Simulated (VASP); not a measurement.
# LiSiS3 (P6_3/mmc) in VASP: notebook

Runs on LiSiS3. Level: PBE. Tasks: single point, relaxation of cell and atoms.

Program: VASP 6.6.1. These are calculated values, not measurements. Logs are shortened: lines on timing, memory, paths and dates and some standing lists are left out, and cuts for length are marked.

## (1) The cell of the first run

The structure is hexagonal, space group P6_3/mmc (No. 194). Conventional cell: a = 6.028 Å, b = 6.028 Å, c = 5.063 Å, α = 90.00°, β = 90.00°, γ = 120.00°. Within 4.0 Å of Li (site symmetry -6m2) lie 12 S at 3.01 to 3.07 Å and 6 Si at 3.70 Å. Si (site symmetry -3m) has 6 S at 2.15 Å and 2 Si at 2.53 Å within 2.8 Å. Within 2.8 Å of S (site symmetry mm2) lie 2 Si at 2.15 Å.

## (2) Single point, PBE

Input file INCAR:

```
SYSTEM = LiSiS3
PREC = Accurate
ENCUT = 750
EDIFF = 1E-6
ISMEAR = 0
SIGMA = 0.1
LREAL = .False.
LASPH = .True.
NELM = 120
ALGO = Normal
ISIF = 2
LWAVE = .False.
LCHARG = .False.
GGA = PE
NBANDS = 36
GGA_COMPAT = .False.
```

Input file KPOINTS:

```
Automatic mesh
0
Gamma
  3 3 4
  0 0 0
```

Input file POSCAR:

```
LiSiS3
1.0
    6.0279000400      0.0000000000      0.0000000000
   -3.0139500200      5.2203145600      0.0000000000
    0.0000000000      0.0000000000      5.0634360300
Li Si S
2 2 6
Direct
    0.3333333300      0.6666666700      0.7500000000
    0.6666666700      0.3333333300      0.2500000000
    0.0000000000      0.0000000000      0.0000000000
    0.0000000000      0.0000000000      0.5000000000
    0.8333333300      0.6666666700      0.7500000000
    0.3333333300      0.1666666700      0.7500000000
    0.8333333300      0.1666666700      0.7500000000
    0.1666666700      0.3333333300      0.2500000000
    0.6666666700      0.8333333300      0.2500000000
    0.1666666700      0.8333333300      0.2500000000
```

Potentials or basis: VASP PAW PBE potentials, release 64 (Li_sv, Si, S).

Started as:

```sh
$ cat potpaw_PBE.64/Li_sv/POTCAR potpaw_PBE.64/Si/POTCAR potpaw_PBE.64/S/POTCAR > POTCAR
$ mpirun -np 1 vasp_std > vasp.out
```

OUTCAR:

```text
SYSTEM = LiSiS3
   PREC = Accurate
   ENCUT = 750
   EDIFF = 1E-6
   ISMEAR = 0
   LREAL = .False.
   LASPH = .True.
   NELM = 120
   ISIF = 2
   GGA = PE

 ion  position               nearest neighbor table
   1  0.333  0.667  0.750-
   2  0.667  0.333  0.250-
   3  0.000  0.000  0.000-   5 2.15   8 2.15   6 2.15   9 2.15   7 2.15  10 2.15   4 2.53   4 2.53

   4  0.000  0.000  0.500-   5 2.15   8 2.15   6 2.15   9 2.15   7 2.15  10 2.15   3 2.53   3 2.53

   5  0.833  0.667  0.750-   3 2.15   4 2.15
   6  0.333  0.167  0.750-   3 2.15   4 2.15
   7  0.833  0.167  0.750-   3 2.15   4 2.15
   8  0.167  0.333  0.250-   3 2.15   4 2.15
   9  0.667  0.833  0.250-   3 2.15   4 2.15
  10  0.167  0.833  0.250-   3 2.15   4 2.15

  LATTYP: Found a hexagonal cell.
 ALAT       =     6.0279000400
 C/A-ratio  =     0.8399999994

  Lattice vectors:

 A1 = (   6.0279000400,   0.0000000000,   0.0000000000)
 A2 = (  -3.0139500200,   5.2203145600,   0.0000000000)
 A3 = (   0.0000000000,   0.0000000000,   5.0634360300)

Analysis of symmetry for initial positions (statically):
=====================================================================
 Subroutine PRICEL returns:
 Original cell was already a primitive cell.

 Routine SETGRP: Setting up the symmetry group for a
 hexagonal supercell.

 Subroutine GETGRP returns: Found 24 space group operations
 (whereof 12 operations were pure point group operations)
 out of a pool of 24 trial point group operations.

The static configuration has the point symmetry D_3d.
 The point group associated with its full space group is D_6h.

Analysis of symmetry for dynamics (positions and initial velocities):
=====================================================================
 Subroutine PRICEL returns:
 Original cell was already a primitive cell.

 Routine SETGRP: Setting up the symmetry group for a
 hexagonal supercell.

 Subroutine GETGRP returns: Found 24 space group operations
 (whereof 12 operations were pure point group operations)
 out of a pool of 24 trial point group operations.

The dynamic configuration has the point symmetry D_3d.
 The point group associated with its full space group is D_6h.

 Subroutine INISYM returns: Found 24 space group operations
 (whereof 12 operations are pure point group operations),
[... 101 lines left out ...]
   NFREE  =      0    steps in history (QN), initial steepest desc. (CG)
   ISIF   =      2    stress and relaxation
   ISYM   =      2    0-nonsym 1-usesym 2-fastsym
   POTIM  = 0.5000    time-step for ionic-motion
   TEBEG  =    0.0;   TEEND  =   0.0 temperature during run
   PSTRESS=    0.0 pullay stress
   NELECT =      50.0000    total number of electrons
   NUPDOWN=      -1.0000    fix difference up-down
   EMIN   =  10.00;   EMAX   =-10.00  energy-range for DOS
   EFERMI =   0.00;   METHOD = LEGACY
   ISMEAR =     0;   SIGMA  =   0.10  broadening in eV -4-tet -1-fermi 0-gaus
   EFERMI_NEDOS =   21; number of points for ismear=-14 and -15
   IALGO  =     38    algorithm
   IMIX   =      4    mixing-type and parameters
     AMIX     =   0.40;   BMIX     =  1.00
     AMIX_MAG =   1.60;   BMIX_MAG =  1.00
  volume/ion in A,a.u.               =      15.93       107.52
  Fermi-wavevector in a.u.,A,eV,Ry     =   1.112488  2.102298 16.838984  1.237630
  Thomas-Fermi vector in A             =   2.249063
   LORBIT       =      0    0 simple, 1 ext, 2 COOP (PROOUT), +10 PAW based schemes
   GGA     = PE    functional components
   LHFCALC =     F    Hartree Fock is set to
   AEXX    =    0.0000 exact exchange contribution
   IVDW    =     0    specifies the selected vdW correction
   LEPSILON=     F    determine dielectric tensor
   LRPA    =     F    only Hartree local field effects (RPA)
 non-spin polarized calculation
 Gauss-broadening in eV      SIGMA  =   0.10
  energy-cutoff  :      750.00
  volume of cell :      159.33
 maximum number of plane-waves:      7493
 NGX is ok and might be reduce to    54
   NGX = 27   NGY = 27   NGZ = 23

 number of electron      49.9999989 magnetization

 Free energy of the ion-electron system (eV)
  ---------------------------------------------------
  ext. energy  EPLUGINS =         0.00000000
  ---------------------------------------------------
  free energy    TOTEN  =       -40.72277697 eV

  energy without entropy =      -40.70838279  energy(sigma->0) =      -40.71557988

 E-fermi :   5.9562     XC(G=0):  -9.8444

 val. band max:        5.8173224312   @ k =   0.3333   0.0000   0.5000
 cond. band min:       6.0079676913   @ k =   0.3333   0.3333   0.0000
 fundamental gap:      0.1906452600
 Fermi energy:         5.9562438259

 k-point     1 :       0.0000    0.0000    0.0000
  band No.  band energies     occupation
      1     -41.0020      2.00000
      2     -41.0018      2.00000
      3     -10.8207      2.00000
      4      -7.6561      2.00000
      5      -7.2783      2.00000
      6      -7.2783      2.00000
[... 340 lines left out ...]
     35      13.0958      0.00000
     36      13.1156      0.00000

------------------------ aborting loop because EDIFF is reached ----------------------------------------

  FORCE on cell =-STRESS in cart. coord.  units (eV):
  Direction    XX          YY          ZZ          XY          YZ          ZX
  --------------------------------------------------------------------------------------
  -------------------------------------------------------------------------------------
  Total       16.0334222     16.0334221     28.5229979      0.0000000      0.0000000     -0.0000000
  in kB      161.2236570    161.2236566    286.8122586      0.0000000      0.0000000     -0.0000000
  external PRESSURE =     203.0865241 kB  Pullay stress =       0.0000000 kB

 VOLUME and BASIS-vectors are now :
 -----------------------------------------------------------------------------
  energy-cutoff  :      750.00
  volume of cell :      159.33
      direct lattice vectors                 reciprocal lattice vectors
     6.027900040  0.000000000  0.000000000     0.165895253  0.095779669  0.000000000
    -3.013950020  5.220314560  0.000000000     0.000000000  0.191559338  0.000000000
     0.000000000  0.000000000  5.063436030     0.000000000  0.000000000  0.197494349

 POSITION                                       TOTAL-FORCE (eV/Angst)
 -----------------------------------------------------------------------------------
     -0.00000      3.48021      3.79758         0.000000     -0.000000      0.000000
      3.01395      1.74010      1.26586         0.000000     -0.000000      0.000000
      0.00000      0.00000      0.00000         0.000000     -0.000000      0.000000
      0.00000      0.00000      2.53172         0.000000     -0.000000      0.000000
      3.01395      3.48021      3.79758         0.000000     -1.677879     -0.000000
      1.50697      0.87005      3.79758         1.453086      0.838940      0.000000
      4.52092      0.87005      3.79758        -1.453086      0.838940      0.000000
      0.00000      1.74010      1.26586         0.000000      1.677879      0.000000
      1.50698      4.35026      1.26586        -1.453086     -0.838940     -0.000000
     -1.50697      4.35026      1.26586         1.453086     -0.838940      0.000000
 -----------------------------------------------------------------------------------
    total drift:                               -0.000021      0.000012      0.000000

  FREE ENERGIE OF THE ION-ELECTRON SYSTEM (eV)
  ---------------------------------------------------
  free  energy   TOTEN  =       -40.7227769700 eV

  energy  without entropy=      -40.7083827918  energy(sigma->0) =      -40.71557988
```

OSZICAR:

```text
N       E                     dE             d eps       ncg     rms          rms(c)
DAV:   1     0.346624892524E+03    0.34662E+03   -0.26472E+04   648   0.169E+03
DAV:   2    -0.581129767811E+01   -0.35244E+03   -0.33083E+03   820   0.302E+02
DAV:   3    -0.401825301092E+02   -0.34371E+02   -0.33443E+02   948   0.844E+01
DAV:   4    -0.419878189676E+02   -0.18053E+01   -0.17948E+01  1104   0.179E+01
DAV:   5    -0.421477462357E+02   -0.15993E+00   -0.15989E+00   944   0.315E+00    0.254E+01
DAV:   6    -0.408805315906E+02    0.12672E+01   -0.22547E+00   788   0.623E+00    0.142E+01
DAV:   7    -0.407262708744E+02    0.15426E+00   -0.15288E+00   864   0.449E+00    0.528E+00
DAV:   8    -0.407293107815E+02   -0.30399E-02   -0.16162E-01   912   0.158E+00    0.152E+00
DAV:   9    -0.407230875129E+02    0.62233E-02   -0.22760E-02   808   0.604E-01    0.702E-01
DAV:  10    -0.407227866332E+02    0.30088E-03   -0.51662E-03   788   0.299E-01    0.125E-01
DAV:  11    -0.407227691657E+02    0.17467E-04   -0.77499E-04   832   0.115E-01    0.805E-02
DAV:  12    -0.407227692843E+02   -0.11855E-06   -0.48786E-05   828   0.285E-02    0.297E-02
DAV:  13    -0.407227764011E+02   -0.71168E-05   -0.23204E-05   736   0.266E-02    0.575E-03
DAV:  14    -0.407227769700E+02   -0.56894E-06   -0.66462E-07   624   0.402E-03
   1 F= -.40722777E+02 E0= -.40715580E+02  d E =-.143942E-01
```

Wall time 56 s (1 thread of Intel Xeon 6975P-C (Granite Rapids), shared host); peak memory 0.39 GiB.

Results:

* Free energy: -40.7228 eV
* Pressure: 20.3 GPa
* Largest force: 1.678 eV/Å
* Band gap on the k mesh: zero (bands 25 and 26 overlap by 0.57 eV)

Forces on the atoms (eV/Å):
```
Li   0.000  0.000  0.000
Li   0.000  0.000  0.000
Si   0.000  0.000  0.000
Si   0.000  0.000  0.000
S    0.000 -1.678  0.000
S    1.453  0.839  0.000
S   -1.453  0.839  0.000
S    0.000  1.678  0.000
S   -1.453 -0.839  0.000
S    1.453 -0.839  0.000
```

Stress tensor (GPa, compression positive):
```
16.12  0.00  0.00
 0.00 16.12  0.00
 0.00  0.00 28.68
```

Caveat: the k points lie up to 0.40 Å⁻¹ apart, too coarse for converged energies and pressures of a metal; forces of over 1 eV/Å act on the atoms, so gaps and moduli don't describe the material at rest.

(Continued in part 2 of 2.)
